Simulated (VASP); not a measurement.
**Zn: single point with PBE0**

Zn:

```
CELL_PARAMETERS angstrom
-1.53701 1.53701 1.53701
1.53701 -1.53701 1.53701
1.53701 1.53701 -1.53701
ATOMIC_POSITIONS crystal
Zn 0.00000 0.00000 0.00000
```

This isn't the form of Zn at room conditions, which is hcp.

```
Program                            : VASP 6.6.1
Task                               : single point
Functional                         : PBE0
Potentials or basis                : VASP PAW PBE potentials, release 64 (Zn)
Cutoff                             : 520 eV
k mesh                             : 8 × 8 × 8
Occupations                        : fermi-dirac, width 0.05 eV
Spin                               : no spin polarisation
Dipole correction                  : no
Grid for exact exchange (PRECFOCK) : Normal
Further INCAR settings             : ALGO = Normal; EDIFF = 1e-06; NBANDS = 12
Share of exact exchange            : 0.25
```

The pressure is 2.3 GPa and the band gap on the k mesh is zero (bands 6 and 7 overlap by 6.35 eV).

Levels at points of the mesh, in eV from the Fermi level:
| k point | band 3 | band 4 | band 5 | band 6 | band 7 | band 8 | band 9 | band 10 |
| --- | --- | --- | --- | --- | --- | --- | --- | --- |
| (0.00, 0.00, 0.00) | -10.61 | -10.61 | -10.07 | -10.07 | 21.99 | 21.99 | 21.99 | 22.61 |
| (0.50, 0.00, 0.00) | -10.08 | -10.03 | -9.64 | -3.67 | -1.10 | 13.34 | 14.46 | 17.12 |
| (0.50, 0.50, 0.50) | -9.72 | -9.72 | -9.72 | 5.25 | 5.25 | 5.25 | 9.63 | 9.63 |

Wall time 43 min on 1 thread of Intel(R) Xeon(R) Platinum 8375C CPU @ 2.90GHz (Ice Lake), on a shared host, peak memory 0.14 GiB.

Caveat: the k points lie up to 0.36 Å⁻¹ apart, too coarse for converged energies and pressures of a metal; the PAW data sets were made with another functional, which shifts forces and pressure a little.
